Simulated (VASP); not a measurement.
# Zn2C (Fm-3m) in VASP: notebook

The runs below take Zn2C through single point, with PBE.

Everything below comes from runs of VASP 6.6.1. Logs are shortened: lines on timing, memory, paths and dates and some standing lists are left out, and cuts for length are marked.

**1. The cell of the first run**

Symmetry: Fm-3m, No. 225, cubic system. The conventional cell has a = 5.102 Å, b = 5.102 Å, c = 5.102 Å, α = 90.00°, β = 90.00°, γ = 90.00°. Within 2.9 Å of C (site symmetry m-3m) lie 8 Zn at 2.21 Å. Within 2.9 Å of Zn (site symmetry -43m) lie 4 C at 2.21 Å and 6 Zn at 2.55 Å.

**2. Single point, PBE (11.07 Å³/atom)**

INCAR reads:

```
SYSTEM = Zn2C
  PREC = Accurate
  ENCUT = 520
  EDIFF = 1E-6
  ISMEAR = -1
  SIGMA = 0.02
  LREAL = .FALSE.
  LASPH = .TRUE.
  NELM = 80
  ALGO = Normal
  ISIF = 2
  LWAVE = .FALSE.
  LCHARG = .FALSE.
  GGA = PE
  NBANDS = 21
```

KPOINTS reads:

```
Automatic mesh
0
G
  8 8 8
  0 0 0
```

POSCAR reads:

```
Zn2C
1.0
    0.0000000000      2.5511112864      2.5511112864
    2.5511112864      0.0000000000      2.5511112864
    2.5511112864      2.5511112864      0.0000000000
C Zn
1 2
Direct
    0.0000000000      0.0000000000      0.0000000000
    0.2500000000      0.2500000000      0.2500000000
    0.7500000000      0.7500000000      0.7500000000
```

Potentials or basis: VASP PAW PBE potentials, release 64 (C, Zn).

Started as:

```bash
cat potpaw_PBE.64/C/POTCAR potpaw_PBE.64/Zn/POTCAR > POTCAR
mpirun -np 1 vasp_std > vasp.out
```

OUTCAR:

```text
SYSTEM = Zn2C
   PREC = Accurate
   ENCUT = 520
   EDIFF = 1E-6
   ISMEAR = -1
   LREAL = .FALSE.
   LASPH = .TRUE.
   NELM = 80
   ISIF = 2
   GGA = PE

 ion  position               nearest neighbor table
   1  0.000  0.000  0.000-   2 2.21   3 2.21   3 2.21   3 2.21   3 2.21   2 2.21   2 2.21   2 2.21

   2  0.250  0.250  0.250-   1 2.21   1 2.21   1 2.21   1 2.21   3 2.55   3 2.55   3 2.55   3 2.55
                             3 2.55   3 2.55
   3  0.750  0.750  0.750-   1 2.21   1 2.21   1 2.21   1 2.21   2 2.55   2 2.55   2 2.55   2 2.55
                             2 2.55   2 2.55

  LATTYP: Found a face centered cubic cell.
 ALAT       =     5.1022225728

  Lattice vectors:

 A1 = (   0.0000000000,   2.5511112864,   2.5511112864)
 A2 = (   2.5511112864,   0.0000000000,   2.5511112864)
 A3 = (   2.5511112864,   2.5511112864,   0.0000000000)

Analysis of symmetry for initial positions (statically):
=====================================================================
 Subroutine PRICEL returns:
 Original cell was already a primitive cell.

 Routine SETGRP: Setting up the symmetry group for a
 face centered cubic supercell.

 Subroutine GETGRP returns: Found 48 space group operations
 (whereof 48 operations were pure point group operations)
 out of a pool of 48 trial point group operations.

The static configuration has the point symmetry O_h .

Analysis of symmetry for dynamics (positions and initial velocities):
=====================================================================
 Subroutine PRICEL returns:
 Original cell was already a primitive cell.

 Routine SETGRP: Setting up the symmetry group for a
 face centered cubic supercell.

 Subroutine GETGRP returns: Found 48 space group operations
 (whereof 48 operations were pure point group operations)
 out of a pool of 48 trial point group operations.

The dynamic configuration has the point symmetry O_h .

 Subroutine INISYM returns: Found 48 space group operations
 (whereof 48 operations are pure point group operations),
 and found     1 'primitive' translations

----------------------------------------------------------------------------------------

                                     Primitive cell

  volume of cell :      33.2061

  direct lattice vectors                    reciprocal lattice vectors
     0.000000000  2.551111286  2.551111286    -0.195993018  0.195993018  0.195993018
     2.551111286  0.000000000  2.551111286     0.195993018 -0.195993018  0.195993018
     2.551111286  2.551111286  0.000000000     0.195993018  0.195993018 -0.195993018

  length of vectors
     3.607816180  3.607816180  3.607816180     0.339469865  0.339469865  0.339469865

  position of ions in fractional coordinates (direct lattice)
     0.000000000  0.000000000  0.000000000
     0.250000000  0.250000000  0.250000000
     0.750000000  0.750000000  0.750000000

  ion indices of the primitive-cell ions
   primitive index   ion index
                 1           1
                 2           2
                 3           3

----------------------------------------------------------------------------------------

 KPOINTS: Automatic mesh

Automatic generation of k-mesh.
 Grid dimensions read from file:
 generate k-points for:    8    8    8

 Generating k-lattice:

  Cartesian coordinates                     Fractional coordinates (reciprocal lattice)
    -0.024499127  0.024499127  0.024499127     0.125000000  0.000000000  0.000000000
     0.024499127 -0.024499127  0.024499127     0.000000000  0.125000000  0.000000000
     0.024499127  0.024499127 -0.024499127     0.000000000  0.000000000  0.125000000

  Length of vectors
     0.042433733  0.042433733  0.042433733

  Shift w.r.t. Gamma in fractional coordinates (k-lattice)
     0.000000000  0.000000000  0.000000000

 Subroutine IBZKPT returns following result:
 ===========================================

 Found     29 irreducible k-points:

 Following reciprocal coordinates:
            Coordinates               Weight
  0.000000  0.000000  0.000000      1.000000
  0.125000  0.000000  0.000000      8.000000
  0.250000  0.000000  0.000000      8.000000
  0.375000  0.000000  0.000000      8.000000
  0.500000  0.000000  0.000000      4.000000
  0.125000  0.125000  0.000000      6.000000
[... 16 lines left out ...]
  0.500000  0.250000  0.125000     48.000000
 -0.375000  0.250000  0.125000     24.000000
 [... further k-points ...]
   k-points           NKPTS =     29   k-points in BZ     NKDIM =     29   number of bands    NBANDS=     21
   number of dos      NEDOS =    301   number of ions     NIONS =      3
   total plane-waves  NPLWV =  21952
   dimension x,y,z NGX =    28 NGY =   28 NGZ =   28
   dimension x,y,z NGXF=    56 NGYF=   56 NGZF=   56
   ions per type =               1   2
   NGX,Y,Z   is equivalent  to a cutoff of  12.90, 12.90, 12.90 a.u.
   NGXF,Y,Z  is equivalent  to a cutoff of  25.80, 25.80, 25.80 a.u.
 SYSTEM =  Zn2C
   PREC   = accura    normal or accurate (medium, high low for compatibility)
   ISTART =      0    job   : 0-new  1-cont  2-samecut
   ICHARG =      2    charge: 1-file 2-atom 10-const
   ISPIN  =      1    spin polarized calculation?
   LNONCOLLINEAR =      F non collinear calculations
   LSORBIT =      F    spin-orbit coupling
   LASPH  =      T    aspherical Exc in radial PAW
   ENCUT  =  520.0 eV  38.22 Ry    6.18 a.u.   6.71  6.71  6.71*2*pi/ulx,y,z
   NELM   =     80;   NELMIN=  2; NELMDL= -5     # of ELM steps
   EDIFF  = 0.1E-05   stopping-criterion for ELM
   LREAL  =      F    real-space projection
   EDIFFG = 0.1E-04   stopping-criterion for IOM
   NSW    =      0    number of steps for IOM
   IBRION =     -1    ionic relax: 0-MD 1-quasi-New 2-CG
   NFREE  =      0    steps in history (QN), initial steepest desc. (CG)
   ISIF   =      2    stress and relaxation
   ISYM   =      2    0-nonsym 1-usesym 2-fastsym
   POTIM  = 0.5000    time-step for ionic-motion
   TEBEG  =    0.0;   TEEND  =   0.0 temperature during run
   PSTRESS=    0.0 pullay stress
   NELECT =      28.0000    total number of electrons
   NUPDOWN=      -1.0000    fix difference up-down
   EMIN   =  10.00;   EMAX   =-10.00  energy-range for DOS
   EFERMI =   0.00;   METHOD = LEGACY
   ISMEAR =    -1;   SIGMA  =   0.02  broadening in eV -4-tet -1-fermi 0-gaus
   EFERMI_NEDOS =   21; number of points for ismear=-14 and -15
   IALGO  =     38    algorithm
   IMIX   =      4    mixing-type and parameters
     AMIX     =   0.40;   BMIX     =  1.00
     AMIX_MAG =   1.60;   BMIX_MAG =  1.00
  volume/ion in A,a.u.               =      11.07        74.70
  Fermi-wavevector in a.u.,A,eV,Ry     =   1.546636  2.922718 32.546263  2.392083
  Thomas-Fermi vector in A             =   2.651844
   LORBIT       =      0    0 simple, 1 ext, 2 COOP (PROOUT), +10 PAW based schemes
   GGA     = PE    functional components
[... 5 lines left out ...]
 non-spin polarized calculation
  energy-cutoff  :      520.00
  volume of cell :       33.21
 maximum number of plane-waves:       911
   NGX = 13   NGY = 13   NGZ = 13

 number of electron      28.0000008 magnetization

 Free energy of the ion-electron system (eV)
  ---------------------------------------------------
  ext. energy  EPLUGINS =         0.00000000
  ---------------------------------------------------
  free energy    TOTEN  =        -9.20065711 eV

  energy without entropy =       -9.20050814  energy(sigma->0) =       -9.20058263

 E-fermi :   5.0233     XC(G=0): -12.2423

 val. band max:        4.9873067786   @ k =   0.0000   0.0000   0.0000
 cond. band min:       5.0293202267   @ k =   0.0000   0.0000   0.0000
 fundamental gap:      0.0420134481
 Fermi energy:         5.0233120775

 k-point     1 :       0.0000    0.0000    0.0000
  band No.  band energies     occupation
      1      -9.4084      2.00000
      2      -3.9164      2.00000
      3      -3.9164      2.00000
      4      -3.9164      2.00000
      5      -3.6828      2.00000
      6      -3.6828      2.00000
[... 13 lines left out ...]
     20      16.2226      0.00000
     21      16.2226      0.00000

 k-point     2 :       0.1250    0.0000    0.0000
  band No.  band energies     occupation
      1      -9.1980      2.00000
      2      -3.9312      2.00000
      3      -3.8633      2.00000
      4      -3.8633      2.00000
      5      -3.6201      2.00000
      6      -3.6201      2.00000
[... 13 lines left out ...]
     20      15.2675      0.00000
     21      15.2675      0.00000

 k-point     3 :       0.2500    0.0000    0.0000
  band No.  band energies     occupation
      1      -8.6151      2.00000
      2      -3.9395      2.00000
      3      -3.7172      2.00000
      4      -3.7172      2.00000
      5      -3.4395      2.00000
      6      -3.4395      2.00000
[... 13 lines left out ...]
     20      14.8239      0.00000
     21      14.8239      0.00000

 k-point     4 :       0.3750    0.0000    0.0000
  band No.  band energies     occupation
      1      -7.8650      2.00000
      2      -3.8564      2.00000
      3      -3.5155      2.00000
      4      -3.5155      2.00000
      5      -3.1775      2.00000
      6      -3.1775      2.00000
[... 13 lines left out ...]
     20      15.9424      0.00000
     21      15.9424      0.00000

 k-point     5 :       0.5000    0.0000    0.0000
  band No.  band energies     occupation
      1      -7.4685      2.00000
      2      -3.7238      2.00000
      3      -3.3876      2.00000
      4      -3.3876      2.00000
      5      -2.9613      2.00000
      6      -2.9613      2.00000
[... 13 lines left out ...]
     20      17.1114      0.00000
     21      17.1114      0.00000

 k-point     6 :       0.1250    0.1250    0.0000
  band No.  band energies     occupation
      1      -9.1284      2.00000
      2      -4.0322      2.00000
      3      -3.7889      2.00000
      4      -3.7889      2.00000
      5      -3.6557      2.00000
      6      -3.5633      2.00000
[... 13 lines left out ...]
     20      16.5455      0.00000
     21      17.0926      0.00000

 k-point     7 :       0.2500    0.1250    0.0000
  band No.  band energies     occupation
      1      -8.6698      2.00000
      2      -4.0918      2.00000
      3      -3.6569      2.00000
      4      -3.6431      2.00000
      5      -3.5363      2.00000
      6      -3.4069      2.00000
[... 13 lines left out ...]
     20      16.3669      0.00000
     21      16.8576      0.00000
[... 291 lines left out ...]
      1      -6.9235      2.00000
      2      -3.9826      2.00000
      3      -3.4921      2.00000
      4      -3.3186      2.00000
      5      -3.1939      2.00000
      6      -3.0693      2.00000
[... 13 lines left out ...]
     20      17.1092      0.00000
     21      20.2920      0.00000

 k-point    21 :       0.5000    0.5000    0.0000
  band No.  band energies     occupation
      1      -6.8757      2.00000
      2      -4.4800      2.00000
      3      -3.4956      2.00000
      4      -3.3300      2.00000
      5      -2.8961      2.00000
      6      -2.8961      2.00000
[... 13 lines left out ...]
     20      19.9669      0.00000
     21      20.6650      0.00000

 k-point    22 :       0.3750    0.2500    0.1250
  band No.  band energies     occupation
      1      -8.1458      2.00000
      2      -4.1371      2.00000
      3      -3.5698      2.00000
      4      -3.4059      2.00000
      5      -3.3873      2.00000
      6      -3.2295      2.00000
[... 13 lines left out ...]
     20      16.9401      0.00000
     21      18.2423      0.00000

 k-point    23 :       0.5000    0.2500    0.1250
  band No.  band energies     occupation
      1      -7.5059      2.00000
      2      -3.9834      2.00000
      3      -3.4324      2.00000
      4      -3.3041      2.00000
      5      -3.1358      2.00000
      6      -3.0684      2.00000
[... 13 lines left out ...]
     20      16.7174      0.00000
     21      18.2469      0.00000

 k-point    24 :      -0.3750    0.2500    0.1250
  band No.  band energies     occupation
      1      -7.1915      2.00000
      2      -3.6708      2.00000
      3      -3.5387      2.00000
      4      -3.3217      2.00000
      5      -3.0372      2.00000
      6      -3.0279      2.00000
[... 13 lines left out ...]
     20      15.8706      0.00000
     21      18.1679      0.00000

 [... further k-points ...]

------------------------ aborting loop because EDIFF is reached ----------------------------------------

  FORCE on cell =-STRESS in cart. coord.  units (eV):
  Direction    XX          YY          ZZ          XY          YZ          ZX
  --------------------------------------------------------------------------------------
  -------------------------------------------------------------------------------------
  Total        2.0896747      2.0896747      2.0896747      0.0000000      0.0000000     -0.0000000
  in kB      100.8256564    100.8256564    100.8256564      0.0000000      0.0000000     -0.0000000
  external PRESSURE =     100.8256564 kB  Pullay stress =       0.0000000 kB

 VOLUME and BASIS-vectors are now :
 -----------------------------------------------------------------------------
  energy-cutoff  :      520.00
  volume of cell :       33.21
      direct lattice vectors                 reciprocal lattice vectors
     0.000000000  2.551111286  2.551111286    -0.195993018  0.195993018  0.195993018
     2.551111286  0.000000000  2.551111286     0.195993018 -0.195993018  0.195993018
     2.551111286  2.551111286  0.000000000     0.195993018  0.195993018 -0.195993018

 POSITION                                       TOTAL-FORCE (eV/Angst)
 -----------------------------------------------------------------------------------
      0.00000      0.00000      0.00000         0.000000      0.000000      0.000000
      1.27556      1.27556      1.27556        -0.000000     -0.000000     -0.000000
      3.82667      3.82667      3.82667         0.000000     -0.000000      0.000000
 -----------------------------------------------------------------------------------
    total drift:                                0.000000      0.000000      0.000000

  FREE ENERGIE OF THE ION-ELECTRON SYSTEM (eV)
  ---------------------------------------------------
  free  energy   TOTEN  =        -9.2006571135 eV

  energy  without entropy=       -9.2005081419  energy(sigma->0) =       -9.20058263
```

Run time: 26 s. Hardware: 1 thread of Intel Xeon Platinum 8375C at 2.90GHz (Ice Lake), shared host; peak memory 0.16 GiB.

What came out:

- Free energy: -9.2007 eV
- Pressure: 10.1 GPa
- Band gap on the k mesh: 0.04 eV

Caveat: the cell stands under pressure.

[end of part 1 of 2]
